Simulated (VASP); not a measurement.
# Y: relaxation of cell and atoms with LDA

Crystal: Y.

```
Y
1.0
     3.54827    0.00000    0.00000
    -1.77414    3.07289    0.00000
     0.00000    0.00000    5.49394
Y
2
Direct
  0.33333 0.66667 0.25000
  0.66667 0.33333 0.75000
```

```
Program                : VASP 6.6.1
Task                   : relaxation of cell and atoms
Functional             : LDA
Potentials or basis    : VASP PAW LDA potentials, release 64 (Y_sv)
Cutoff                 : 600 eV
k mesh                 : 12 × 12 × 6
Occupations            : fermi-dirac, width 0.15 eV
Spin                   : no spin polarisation
Dipole correction      : no
Further INCAR settings : ALGO = Normal; EDIFF = 1e-07; IBRION = 2; EDIFFG = -0.001; NSW = 80; ISIF = 3
```

```json
{"Relaxed volume": "29.98 Å³/atom", "Relaxed cell": "a = 3.534 Å, b = 3.534 Å, c = 5.545 Å, α = 90.00°, β = 90.00°, γ = 120.00°", "Space group after relaxing (to 0.05 Å)": "P6_3/mmc (No. 194)", "Energy gained by relaxing": "0.6 meV/atom", "Ionic steps": "8", "Pressure after relaxing": "0.0 GPa", "Band gap on the k mesh": "zero (band 11 reaches 4.56 eV, above the bottom of band 12 at 2.89 eV)"}
```

Step by step:
| step | energy change (eV) | largest force (eV/Å) | pressure (GPa) | volume (Å³) |
| --- | --- | --- | --- | --- |
| 1 | 0.0000 | 0.0000 | 0.07 | 59.90 |
| 2 | -0.0010 | 0.0000 | -0.02 | 60.02 |
| 3 | -0.0013 | 0.0000 | -0.10 | 60.11 |
| 4 | -0.0013 | 0.0000 | 0.02 | 59.93 |
| 5 | -0.0013 | 0.0000 | -0.01 | 59.97 |
| 6 | -0.0013 | 0.0000 | 0.01 | 59.96 |
| 7 | -0.0013 | 0.0000 | 0.01 | 59.97 |
| 8 | -0.0013 | 0.0000 | 0.00 | 59.97 |

Final structure:
```
Y
1.0
     3.53394    0.00000    0.00000
    -1.76697    3.06048    0.00000
     0.00000    0.00000    5.54469
Y
2
Direct
  0.33333 0.66667 0.25000
  0.66667 0.33333 0.75000
```

Levels at points of the mesh, in eV from the Fermi level:
| k point | band 8 | band 9 | band 10 | band 11 | band 12 | band 13 | band 14 | band 15 |
| --- | --- | --- | --- | --- | --- | --- | --- | --- |
| (0.00, 0.00, 0.00) | -21.96 | -4.81 | -2.02 | 1.27 | 1.77 | 1.77 | 2.10 | 2.45 |
| (0.50, 0.00, 0.00) | -22.07 | -1.71 | -1.38 | -0.97 | 0.11 | 1.46 | 1.53 | 2.22 |
| (0.00, 0.00, 0.50) | -22.05 | -3.26 | -3.26 | 0.97 | 0.97 | 1.68 | 1.68 | 1.68 |
| (0.50, 0.00, 0.50) | -22.16 | -1.81 | -1.81 | 0.03 | 0.03 | 1.68 | 1.68 | 2.93 |

Wall time 7.2 min on 1 thread of Oxide Virtual Turin-like Processor, on a shared host, peak memory 0.2 GiB.
